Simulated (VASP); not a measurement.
SnPb2, 6 atoms in the cell. It takes space group P4_2/mnm (No. 136, tetragonal). The conventional cell has a = 7.040 Å, b = 7.040 Å, c = 4.813 Å, α = 90.00°, β = 90.00°, γ = 90.00°. Within 4.0 Å of Sn (site symmetry mmm) lie 6 Pb at 3.04 to 3.09 Å. Within 4.0 Å of Pb (site symmetry m2m) lie 3 Sn at 3.04 to 3.09 Å and 1 Pb at 3.88 Å. 

| Property | Result |
| --- | --- |
| Program | VASP 6.6.1 |
| Task | single point |
| Functional | PBE |
| Potentials or basis | VASP PAW PBE potentials, release 64 (Sn_d, Pb_d) |
| Cutoff | 520 eV |
| k mesh | 6 × 6 × 8 |
| Occupations | gaussian, width 0.1 eV |
| Spin | no spin polarisation |
| Dipole correction | no |
| Further INCAR settings | ALGO = Fast; EDIFF = 1e-06; NBANDS = 51 |

Potentials or basis: VASP PAW PBE potentials, release 64 (Sn_d, Pb_d).

Command:

```bash
$ cat potpaw_PBE.64/Sn_d/POTCAR potpaw_PBE.64/Pb_d/POTCAR > POTCAR
$ mpirun -np 1 vasp_std > vasp.out
```

Hardware: 1 thread of Intel(R) Xeon(R) Platinum 8488C (Sapphire Rapids), on a shared host.

Task: Estimate the wall time of this run.

Result: Wall time 7.6 min on 1 thread of Intel(R) Xeon(R) Platinum 8488C (Sapphire Rapids), on a shared host, peak memory 0.62 GiB. Counts: scf iterations 15, k points 50.
